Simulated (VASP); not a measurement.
# MnCo in VASP: a series of runs

MnCo is run at these levels: LDA; tasks: single point.

Program: VASP 6.6.1. These are calculated values, not measurements. Logs are shortened: lines on timing, memory, paths and dates and some standing lists are left out, and cuts for length are marked.

## Step 1: The cell of the first run

It takes space group Pm-3m (No. 221, cubic). The conventional cell has a = 2.854 Å, b = 2.854 Å, c = 2.854 Å, α = 90.00°, β = 90.00°, γ = 90.00°. Mn (site symmetry m-3m) has 8 Co at 2.47 Å and 6 Mn at 2.85 Å within 3.3 Å. Within 3.3 Å of Co (site symmetry m-3m) lie 8 Mn at 2.47 Å and 6 Co at 2.85 Å.

## Step 2: Single point, LDA, collinear spin, ferromagnetic start

INCAR

```
  PREC = Accurate
  ENCUT = 600
  EDIFF = 1E-6
  ISMEAR = -1
  SIGMA = 0.05
  LREAL = F
  LASPH = T
  NELM = 200
  ALGO = Normal
  ISIF = 2
  LWAVE = F
  LCHARG = F
  ISPIN = 2
  MAGMOM = 4 2.5
  LORBIT = 11
  LMAXMIX = 4
  NBANDS = 22
  GGA_COMPAT = F
```

KPOINTS

```
Automatic mesh
0
Gamma
  12 12 12
```

POSCAR

```
MnCo
1.0
    2.8536000000      0.0000000000      0.0000000000
    0.0000000000      2.8536000000      0.0000000000
    0.0000000000      0.0000000000      2.8536000000
Mn Co
1 1
Direct
    0.0000000000      0.0000000000      0.0000000000
    0.5000000000      0.5000000000      0.5000000000
```

Potentials or basis: VASP PAW LDA potentials, release 64 (Mn_pv, Co).

Command:

```bash
cat potpaw_LDA.64/Mn_pv/POTCAR potpaw_LDA.64/Co/POTCAR > POTCAR
mpirun -np 1 vasp_std > vasp.out
```

OUTCAR:

```text
PREC = Accurate
   ENCUT = 600
   EDIFF = 1E-6
   ISMEAR = -1
   LREAL = F
   LASPH = T
   NELM = 200
   ISIF = 2
   ISPIN = 2
   LORBIT = 11

 ion  position               nearest neighbor table
   1  0.000  0.000  0.000-   2 2.47   2 2.47   2 2.47   2 2.47   2 2.47   2 2.47   2 2.47   2 2.47

   2  0.500  0.500  0.500-   1 2.47   1 2.47   1 2.47   1 2.47   1 2.47   1 2.47   1 2.47   1 2.47

  LATTYP: Found a simple cubic cell.
 ALAT       =     2.8536000000

  Lattice vectors:

 A1 = (   2.8536000000,   0.0000000000,   0.0000000000)
 A2 = (   0.0000000000,   2.8536000000,   0.0000000000)
 A3 = (   0.0000000000,   0.0000000000,   2.8536000000)

Analysis of symmetry for initial positions (statically):
=====================================================================
 Subroutine PRICEL returns:
 Original cell was already a primitive cell.

 Routine SETGRP: Setting up the symmetry group for a
 simple cubic supercell.

 Subroutine GETGRP returns: Found 48 space group operations
 (whereof 48 operations were pure point group operations)
 out of a pool of 48 trial point group operations.

The static configuration has the point symmetry O_h .

Analysis of symmetry for dynamics (positions and initial velocities):
=====================================================================
 Subroutine PRICEL returns:
 Original cell was already a primitive cell.

 Routine SETGRP: Setting up the symmetry group for a
 simple cubic supercell.

 Subroutine GETGRP returns: Found 48 space group operations
 (whereof 48 operations were pure point group operations)
 out of a pool of 48 trial point group operations.

The dynamic configuration has the point symmetry O_h .

Analysis of structural, dynamic, and magnetic symmetry:
=====================================================================
 Subroutine PRICEL returns:
 Original cell was already a primitive cell.

 Routine SETGRP: Setting up the symmetry group for a
 simple cubic supercell.

 Subroutine GETGRP returns: Found 48 space group operations
 (whereof 48 operations were pure point group operations)
 out of a pool of 48 trial point group operations.

The overall configuration has the point symmetry O_h .

 Subroutine INISYM returns: Found 48 space group operations
 (whereof 48 operations are pure point group operations),
 and found     1 'primitive' translations

----------------------------------------------------------------------------------------

                                     Primitive cell

  volume of cell :      23.2370

  direct lattice vectors                    reciprocal lattice vectors
     2.853600000  0.000000000  0.000000000     0.350434539  0.000000000  0.000000000
     0.000000000  2.853600000  0.000000000     0.000000000  0.350434539  0.000000000
     0.000000000  0.000000000  2.853600000     0.000000000  0.000000000  0.350434539

  length of vectors
     2.853600000  2.853600000  2.853600000     0.350434539  0.350434539  0.350434539

  position of ions in fractional coordinates (direct lattice)
     0.000000000  0.000000000  0.000000000
     0.500000000  0.500000000  0.500000000

  ion indices of the primitive-cell ions
   primitive index   ion index
                 1           1
                 2           2

----------------------------------------------------------------------------------------

 KPOINTS: Automatic mesh

Automatic generation of k-mesh.
 Grid dimensions read from file:
 generate k-points for:   12   12   12

 Generating k-lattice:

  Cartesian coordinates                     Fractional coordinates (reciprocal lattice)
     0.029202878  0.000000000  0.000000000     0.083333333  0.000000000  0.000000000
     0.000000000  0.029202878  0.000000000     0.000000000  0.083333333  0.000000000
     0.000000000  0.000000000  0.029202878     0.000000000  0.000000000  0.083333333

  Length of vectors
     0.029202878  0.029202878  0.029202878

  Shift w.r.t. Gamma in fractional coordinates (k-lattice)
     0.000000000  0.000000000  0.000000000

 Subroutine IBZKPT returns following result:
 ===========================================

 Found     84 irreducible k-points:

 Following reciprocal coordinates:
            Coordinates               Weight
  0.000000  0.000000  0.000000      1.000000
  0.083333  0.000000  0.000000      6.000000
  0.166667  0.000000  0.000000      6.000000
  0.250000  0.000000  0.000000      6.000000
  0.333333  0.000000  0.000000      6.000000
  0.416667  0.000000  0.000000      6.000000
[... 16 lines left out ...]
  0.333333  0.333333  0.000000     12.000000
  0.416667  0.333333  0.000000     24.000000
 [... further k-points ...]
   k-points           NKPTS =     84   k-points in BZ     NKDIM =     84   number of bands    NBANDS=     22
   number of dos      NEDOS =    301   number of ions     NIONS =      2
   total plane-waves  NPLWV =  13824
   dimension x,y,z NGX =    24 NGY =   24 NGZ =   24
   dimension x,y,z NGXF=    48 NGYF=   48 NGZF=   48
   ions per type =               1   1
   NGX,Y,Z   is equivalent  to a cutoff of  13.98, 13.98, 13.98 a.u.
   NGXF,Y,Z  is equivalent  to a cutoff of  27.96, 27.96, 27.96 a.u.
 SYSTEM =  unknown system
   PREC   = accura    normal or accurate (medium, high low for compatibility)
   ISTART =      0    job   : 0-new  1-cont  2-samecut
   ICHARG =      2    charge: 1-file 2-atom 10-const
   ISPIN  =      2    spin polarized calculation?
   LNONCOLLINEAR =      F non collinear calculations
   LSORBIT =      F    spin-orbit coupling
   LASPH  =      T    aspherical Exc in radial PAW
   ENCUT  =  600.0 eV  44.10 Ry    6.64 a.u.   5.70  5.70  5.70*2*pi/ulx,y,z
   NELM   =    200;   NELMIN=  2; NELMDL= -5     # of ELM steps
   EDIFF  = 0.1E-05   stopping-criterion for ELM
   LREAL  =      F    real-space projection
   EDIFFG = 0.1E-04   stopping-criterion for IOM
   NSW    =      0    number of steps for IOM
   IBRION =     -1    ionic relax: 0-MD 1-quasi-New 2-CG
   NFREE  =      0    steps in history (QN), initial steepest desc. (CG)
   ISIF   =      2    stress and relaxation
   ISYM   =      2    0-nonsym 1-usesym 2-fastsym
   POTIM  = 0.5000    time-step for ionic-motion
   TEBEG  =    0.0;   TEEND  =   0.0 temperature during run
   PSTRESS=    0.0 pullay stress
   NELECT =      22.0000    total number of electrons
   NUPDOWN=      -1.0000    fix difference up-down
   EMIN   =  10.00;   EMAX   =-10.00  energy-range for DOS
   EFERMI =   0.00;   METHOD = LEGACY
   ISMEAR =    -1;   SIGMA  =   0.05  broadening in eV -4-tet -1-fermi 0-gaus
   EFERMI_NEDOS =   21; number of points for ismear=-14 and -15
   IALGO  =     38    algorithm
   IMIX   =      4    mixing-type and parameters
     AMIX     =   0.40;   BMIX     =  1.00
     AMIX_MAG =   1.60;   BMIX_MAG =  1.00
  volume/ion in A,a.u.               =      11.62        78.41
  Fermi-wavevector in a.u.,A,eV,Ry     =   1.607518  3.037769 35.159026  2.584116
  Thomas-Fermi vector in A             =   2.703534
   LORBIT       =     11    0 simple, 1 ext, 2 COOP (PROOUT), +10 PAW based schemes
   GGA     = CA    functional components
   LHFCALC =     F    Hartree Fock is set to
   AEXX    =    0.0000 exact exchange contribution
   IVDW    =     0    specifies the selected vdW correction
   LEPSILON=     F    determine dielectric tensor
   LRPA    =     F    only Hartree local field effects (RPA)
 spin polarized calculation
  energy-cutoff  :      600.00
  volume of cell :       23.24
 maximum number of plane-waves:       804
 NGX is ok and might be reduce to    24
   NGX = 11   NGY = 11   NGZ = 11

 number of electron      22.0000001 magnetization       3.9857783

 Free energy of the ion-electron system (eV)
  ---------------------------------------------------
  ext. energy  EPLUGINS =         0.00000000
  ---------------------------------------------------
  free energy    TOTEN  =       -17.85207974 eV

  energy without entropy =      -17.83675346  energy(sigma->0) =      -17.84441660

 E-fermi :   9.2725     XC(G=0): -13.5970

 val. band max:        9.2683200858   @ k =   0.5000   0.0833   0.0833
 cond. band min:       9.2753501947   @ k =   0.0833   0.0833   0.0000
 fundamental gap:      0.0070301088
 Fermi energy:         9.2724969723

 spin component 1

 k-point     1 :       0.0000    0.0000    0.0000
  band No.  band energies     occupation
      1     -39.3260      1.00000
      2     -39.3260      1.00000
      3     -39.3260      1.00000
      4       0.7214      1.00000
      5       4.5676      1.00000
      6       4.5676      1.00000
[... 14 lines left out ...]
     21      33.1840      0.00000
     22      33.1840      0.00000
[... 552 lines left out ...]
  band No.  band energies     occupation
      1     -39.4108      1.00000
      2     -39.3911      1.00000
      3     -39.3133      1.00000
      4       4.2750      1.00000
      5       4.7764      1.00000
      6       6.1652      1.00000
[... 14 lines left out ...]
     21      29.3274      0.00000
     22      33.1733      0.00000

 [... further k-points ...]

 spin component 2

 k-point     1 :       0.0000    0.0000    0.0000
  band No.  band energies     occupation
      1     -36.6344      1.00000
      2     -36.6344      1.00000
      3     -36.6344      1.00000
      4       1.1446      1.00000
      5       5.9756      1.00000
      6       5.9756      1.00000
[... 14 lines left out ...]
     21      33.4489      0.00000
     22      33.4489      0.00000
[... 552 lines left out ...]
  band No.  band energies     occupation
      1     -36.7305      1.00000
      2     -36.7080      1.00000
      3     -36.6196      1.00000
      4       5.1591      1.00000
      5       5.8793      1.00000
      6       7.4543      1.00000
[... 14 lines left out ...]
     21      30.0387      0.00000
     22      33.8498      0.00000

 [... further k-points ...]

------------------------ aborting loop because EDIFF is reached ----------------------------------------

  FORCE on cell =-STRESS in cart. coord.  units (eV):
  Direction    XX          YY          ZZ          XY          YZ          ZX
  --------------------------------------------------------------------------------------
  -------------------------------------------------------------------------------------
  Total       -2.5531171     -2.5531171     -2.5531171     -0.0000000     -0.0000000      0.0000000
  in kB     -176.0362178   -176.0362178   -176.0362178     -0.0000000     -0.0000000      0.0000000
  external PRESSURE =    -176.0362178 kB  Pullay stress =       0.0000000 kB

 VOLUME and BASIS-vectors are now :
 -----------------------------------------------------------------------------
  energy-cutoff  :      600.00
  volume of cell :       23.24
      direct lattice vectors                 reciprocal lattice vectors
     2.853600000  0.000000000  0.000000000     0.350434539  0.000000000  0.000000000
     0.000000000  2.853600000  0.000000000     0.000000000  0.350434539  0.000000000
     0.000000000  0.000000000  2.853600000     0.000000000  0.000000000  0.350434539

 POSITION                                       TOTAL-FORCE (eV/Angst)
 -----------------------------------------------------------------------------------
      0.00000      0.00000      0.00000         0.000000      0.000000      0.000000
      1.42680      1.42680      1.42680         0.000000      0.000000      0.000000
 -----------------------------------------------------------------------------------
    total drift:                                0.000000      0.000000     -0.000000

  FREE ENERGIE OF THE ION-ELECTRON SYSTEM (eV)
  ---------------------------------------------------
  free  energy   TOTEN  =       -17.8520797392 eV

  energy  without entropy=      -17.8367534608  energy(sigma->0) =      -17.84441660

 total charge

# of ion       s       p       d       tot
------------------------------------------
    1        0.367   6.323   5.049  11.739
    2        0.498   0.503   7.302   8.303
--------------------------------------------------
tot          0.864   6.826  12.352  20.042

 magnetization (x)

# of ion       s       p       d       tot
------------------------------------------
    1       -0.000  -0.006   2.699   2.693
    2       -0.007  -0.014   1.252   1.232
--------------------------------------------------
tot         -0.007  -0.020   3.952   3.925
```

Run time: 1.7 min. Hardware: 1 thread of Oxide Virtual Turin-like, shared host; peak memory 0.16 GiB.

Results:

- Free energy: -17.8521 eV
- Pressure: -17.6 GPa
- Band gap on the k mesh: zero (filled and empty bands overlap)
- Net moment: 3.99 μB per cell
- Site moments: Mn +2.69; Co +1.23 μB
- Valence electrons inside the program's atomic spheres: Mn 11.74; Co 8.30

Caveat: the cell stands under tension.

## Step 3: Single point, LDA, collinear spin, ferromagnetic start

INCAR

```
SYSTEM = MnCo
PREC = Accurate
ENCUT = 600
EDIFF = 1E-6
ISMEAR = -1
SIGMA = 0.05
LREAL = .FALSE.
LASPH = .TRUE.
NELM = 200
ALGO = Normal
ISIF = 2
LWAVE = .FALSE.
LCHARG = .FALSE.
ISPIN = 2
MAGMOM = 4 2.5
LORBIT = 11
LMAXMIX = 4
GGA = CA
NBANDS = 22
GGA_COMPAT = .FALSE.
```

KPOINTS

```
regular mesh
0
G
  12 12 12
  0 0 0
```

POSCAR

```
MnCo
1.0
    2.8536000000     -0.0428040000     -0.0428040000
   -0.0428040000      2.8536000000     -0.0428040000
   -0.0428040000     -0.0428040000      2.8536000000
Mn Co
1 1
Direct
    0.0000000000      0.0000000000      0.0000000000
    0.5000000000      0.5000000000      0.5000000000
```

Potentials or basis: VASP PAW LDA potentials, release 64 (Mn_pv, Co).

Command:

```bash
cat potpaw_LDA.64/Mn_pv/POTCAR potpaw_LDA.64/Co/POTCAR > POTCAR
mpirun -np 1 vasp_std > vasp.out
```

It took 3.7 min on 1 thread of Oxide Virtual Turin-like, shared host; peak memory 0.25 GiB.

The run converged. Its results:

| Property | Result |
| --- | --- |
| Free energy | -17.8298 eV |
| Pressure | -17.1 GPa |
| Band gap on the k mesh | zero (filled and empty bands overlap) |
| Net moment | 3.99 μB per cell |
| Site moments | Mn +2.69; Co +1.24 μB |
| Valence electrons inside the program's atomic spheres | Mn 11.74; Co 8.31 |

Stress tensor (GPa, compression positive):
```
-17.05   3.77   3.77
  3.77 -17.05   3.77
  3.77   3.77 -17.05
```

Levels at points of the mesh, in eV from the Fermi level:
Spin up:
| k point | band 11 | band 12 | band 13 | band 14 | band 15 | band 16 |
| --- | --- | --- | --- | --- | --- | --- |
| (0.00, 0.00, 0.00) | -0.88 | 0.15 | 0.15 | 0.47 | 9.45 | 9.48 |
| (0.50, 0.00, 0.00) | -1.58 | -1.30 | -0.74 | -0.20 | 0.80 | 16.18 |
| (0.50, 0.50, 0.00) | -0.24 | 0.03 | 0.43 | 0.56 | 0.57 | 6.82 |
| (0.50, 0.50, 0.50) | -1.10 | -0.21 | -0.21 | 8.04 | 8.04 | 8.36 |
Spin down:
```
           k point  band 5  band 6  band 7  band 8  band 9  band 10  band 11  band 12  band 13  band 14
(0.00, 0.00, 0.00)   -3.30   -3.30   -1.20   -0.80   -0.80     1.22     1.22     2.22     2.22     2.45
(0.50, 0.00, 0.00)   -3.88   -1.68   -1.02   -0.94   -0.56    -0.30     0.42     0.54     1.17     1.59
(0.50, 0.50, 0.00)   -3.72   -2.09   -1.95    0.45    0.45     0.66     0.98     1.41     2.38     2.41
(0.50, 0.50, 0.50)   -2.32   -2.22   -1.75   -1.75   -1.58     0.48     0.48     2.45     2.45     8.86
```

Caveat: the cell stands under tension.

## Step 4: Single point, LDA, collinear spin, ferromagnetic start

INCAR

```
PREC     = Accurate       # precision mode
ENCUT    = 600            # plane-wave cutoff, eV
EDIFF    = 1E-6           # SCF threshold, eV
ISMEAR   = -1             # smearing method
SIGMA    = 0.05           # smearing width, eV
LREAL    = False          # projectors in reciprocal space
LASPH    = True           # aspherical terms in the spheres
NELM     = 200            # most SCF steps
ALGO     = Normal         # electronic algorithm
ISIF     = 2              # what is computed and relaxed
LWAVE    = False          # write WAVECAR
LCHARG   = False          # write CHGCAR
ISPIN    = 2              # spin polarisation
MAGMOM   = 4 2.5          # initial moments
LORBIT   = 11             # projections on sites
LMAXMIX  = 4              # l up to which the mixer works
NBANDS   = 22             # bands
GGA_COMPAT= False
```

KPOINTS

```
Automatic mesh
0
Gamma
  12 12 12
```

POSCAR

```
MnCo
1.0
    2.8536000000     -0.0285360000     -0.0285360000
   -0.0285360000      2.8536000000     -0.0285360000
   -0.0285360000     -0.0285360000      2.8536000000
Mn Co
1 1
Direct
    0.0000000000      0.0000000000      0.0000000000
    0.5000000000      0.5000000000      0.5000000000
```

Command:

```bash
cat potpaw_LDA.64/Mn_pv/POTCAR potpaw_LDA.64/Co/POTCAR > POTCAR
mpirun -np 1 vasp_std > vasp.out
```

Run time: 4 min. Hardware: 1 thread of Oxide Virtual Turin-like, shared host; peak memory 0.25 GiB.

Results (log left out):

```
Free energy                                           : -17.8424 eV
Pressure                                              : -17.4 GPa
Band gap on the k mesh                                : zero (filled and empty bands overlap)
Net moment                                            : 3.99 μB per cell
Site moments                                          : Mn +2.69; Co +1.24 μB
Valence electrons inside the program's atomic spheres : Mn 11.74; Co 8.30
```

Stress tensor (GPa, compression positive):
```
-17.35   2.43   2.43
  2.43 -17.35   2.43
  2.43   2.43 -17.35
```

Levels at points of the mesh, in eV from the Fermi level:
Spin up:
```
           k point  band 10  band 11  band 12  band 13  band 14  band 15  band 16  band 17
(0.00, 0.00, 0.00)    -0.90    -0.90     0.18     0.18     0.40     9.44     9.47     9.47
(0.50, 0.00, 0.00)    -1.64    -1.60    -1.30    -0.74    -0.20     0.79    16.33    16.36
(0.50, 0.50, 0.00)    -0.68    -0.24     0.12     0.45     0.46     0.54     6.91     7.46
(0.50, 0.50, 0.50)    -1.10    -1.10    -0.21    -0.21     8.11     8.11     8.41     8.42
```
Spin down:
| k point | band 5 | band 6 | band 7 | band 8 | band 9 | band 10 | band 11 | band 12 | band 13 | band 14 |
| --- | --- | --- | --- | --- | --- | --- | --- | --- | --- | --- |
| (0.00, 0.00, 0.00) | -3.30 | -3.30 | -1.11 | -0.84 | -0.84 | 1.20 | 1.20 | 2.24 | 2.24 | 2.40 |
| (0.50, 0.00, 0.00) | -3.88 | -1.68 | -1.01 | -0.96 | -0.56 | -0.30 | 0.43 | 0.51 | 1.17 | 1.59 |
| (0.50, 0.50, 0.00) | -3.72 | -2.06 | -1.97 | 0.45 | 0.53 | 0.66 | 0.88 | 1.40 | 2.39 | 2.41 |
| (0.50, 0.50, 0.50) | -2.31 | -2.25 | -1.73 | -1.73 | -1.62 | 0.49 | 0.49 | 2.45 | 2.45 | 8.92 |

Caveat: the cell stands under tension.

[end of part 1 of 2]
